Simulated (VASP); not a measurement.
Write the native input for VASP 6.6.1 that does the following.

* Task: single point
* Functional: PBE
* Potentials or basis: VASP PAW PBE potentials, release 64 (Na_pv, I)
* Cutoff: 520 eV
* k mesh: 6 × 6 × 6
* Occupations: fermi-dirac, width 0.02 eV
* Spin: no spin polarisation
* Dipole correction: no
* Further INCAR settings: ALGO = Normal; EDIFF = 1e-06; NBANDS = 14

The structure of NaI lies in POSCAR:

```
NaI
1.0
    0.0000000000      3.6338973880      3.3727076133
    3.6338973880      0.0000000000      3.3727076133
    3.6338973880      3.6338973880      0.0000000000
Na I
1 1
Direct
    0.0000000000      0.0000000000      0.0000000000
    0.2500000000      0.2500000000      0.2500000000
```

This cell differs from its parent crystal: epitaxial xy strain +2.6%.

The input as run:

INCAR

```
SYSTEM = NaI
PREC = Accurate
ENCUT = 520
EDIFF = 1E-6
ISMEAR = -1
SIGMA = 0.02
LREAL = .False.
LASPH = .True.
NELM = 60
ALGO = Normal
ISIF = 2
LWAVE = .False.
LCHARG = .False.
GGA = PE
NBANDS = 14
```

KPOINTS

```
Automatic mesh
0
Gamma
  6 6 6
  0 0 0
```

Potentials or basis: VASP PAW PBE potentials, release 64 (Na_pv, I).

Command:

```console
$ cat potpaw_PBE.64/Na_pv/POTCAR potpaw_PBE.64/I/POTCAR > POTCAR
$ mpirun -np 1 vasp_std > vasp.out
```

It gave:

The pressure is 0.3 GPa and the band gap on the k mesh is 3.76 eV, direct.

Caveat: the cell differs from its parent crystal (epitaxial xy strain +2.6%); spin-orbit coupling is left out, which moves the levels of the heavy elements.

Wall time 14 s on 1 thread of Intel(R) Xeon(R) 6975P-C (Granite Rapids), on a shared host, peak memory 0.25 GiB.
